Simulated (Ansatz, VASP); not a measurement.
## Al2Cu in VASP and in Ansatz

```
CELL_PARAMETERS angstrom
-2.93660 2.93660 2.43795
2.93660 -2.93660 2.43795
2.93660 2.93660 -2.43795
ATOMIC_POSITIONS crystal
Al 0.15932 0.65932 0.81864
Al 0.65932 0.84068 0.50000
Al 0.84068 0.34068 0.18136
Al 0.34068 0.15932 0.50000
Cu 0.75000 0.75000 0.00000
Cu 0.25000 0.25000 0.00000
```

Alike in both runs: task single point; functional PBEsol; k mesh 10 × 10 × 10; occupations gaussian, width 0.15 eV; no spin polarisation.

|  | VASP | Ansatz |
| --- | --- | --- |
| version | VASP 6.6.1 | Ansatz 0.2.0 |
| potentials or method | VASP PAW PBE potentials, release 64 (Al, Cu), cutoff 520 eV | scalar-relativistic, plane waves, PAW |
| valence electrons in the cell | 34 | 50 |

Ansatz gave:

```
gap on the k mesh at the Fermi level (eV)                     : none
pressure (GPa)                                                : 3.7
traceless stress, the component that is largest in VASP (GPa) : -3.04
rms of the force components (eV/Å)                            : 0.034
```

Problem. What did VASP give for the same quantities?

Solution. gap on the k mesh at the Fermi level (eV): none; pressure (GPa): 3.9; traceless stress, the component that is largest in VASP (GPa): -2.99; rms of the force components (eV/Å): 0.033.

VASP's potentials were made for PBE, not for PBEsol, and Ansatz warns of the same on its side. Atom by atom the forces differ by 0.001 eV/Å (rms over components). A gap of «none» marks a metal or a gap that the smearing closes. The functional is the same, so the differences come from potentials, cutoffs and numerics. VASP's potentials hold 34 valence electrons a cell and Ansatz's 50, so a difference there can come from the potentials and not from the codes.
